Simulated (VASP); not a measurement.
Input of a VASP 6.6.1 run:

INCAR

```
ALGO = Normal
EDIFF = 1E-6
ENCUT = 500
GGA = PE
GGA_COMPAT = F
ISIF = 2
ISMEAR = -1
LASPH = T
LCHARG = F
LREAL = F
LWAVE = F
NBANDS = 11
NELM = 120
PREC = Accurate
SIGMA = 0.02
```

KPOINTS

```
k-points
0
Gamma
  14 14 14
```

The input POSCAR:

```
Si
1.0
    0.0000000000      2.6786515824      2.6786515824
    2.6786515824      0.0000000000      2.6786515824
    2.6786515824      2.6786515824      0.0000000000
Si
2
Direct
    0.0000000000      0.0000000000      0.0000000000
    0.2500000000      0.2500000000      0.2500000000
```

Potentials or basis: VASP PAW PBE potentials, release 64 (Si).

Command:

```bash
$ cat potpaw_PBE.64/Si/POTCAR > POTCAR
$ mpirun -np 1 vasp_std > vasp.out
```

(1) What does it give for the band gap on the k mesh?

(2) Estimate the pressure.

Answers

(1) 0.50 eV (least direct gap 2.58 eV).

(2) 6.3 GPa.

Caveat: the cell stands under pressure; semilocal functionals underestimate gaps, and a narrow one can read as zero.
